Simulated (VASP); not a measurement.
Here is a VASP 6.6.1 calculation.

Contents of INCAR:

```
ALGO = Normal
EDIFF = 1E-7
ENCUT = 520
GGA = PS
ISIF = 2
ISMEAR = -1
LASPH = True
LCHARG = False
LREAL = False
LWAVE = False
NBANDS = 16
NELM = 100
PREC = Accurate
SIGMA = 0.08
```

The input KPOINTS:

```
k-points
0
Gamma
  14 14 14
```

File POSCAR:

```
InAs
1.0
    0.0000000000      2.9443882378      2.9443882378
    2.9443882378      0.0000000000      2.9443882378
    2.9443882378      2.9443882378      0.0000000000
In As
1 1
Direct
    0.0000000000      0.0000000000      0.0000000000
    0.7500000000      0.7500000000      0.7500000000
```

Potentials or basis: VASP PAW PBE potentials, release 64 (In_d, As).

Command:

```bash
$ cat potpaw_PBE.64/In_d/POTCAR potpaw_PBE.64/As/POTCAR > POTCAR
$ mpirun -np 1 vasp_std > vasp.out
```

**Question.** Predict the band gap on the k mesh.

**Answer.** 0.12 eV.

**Question.** Predict the pressure.

**Answer.** 7.1 GPa.

Caveat: the cell stands under pressure; the smearing spreads over this small gap; semilocal functionals underestimate gaps, and a narrow one can read as zero; the PAW data sets were made with another functional, which shifts forces and pressure a little; spin-orbit coupling is left out, which moves the levels of the heavy elements.
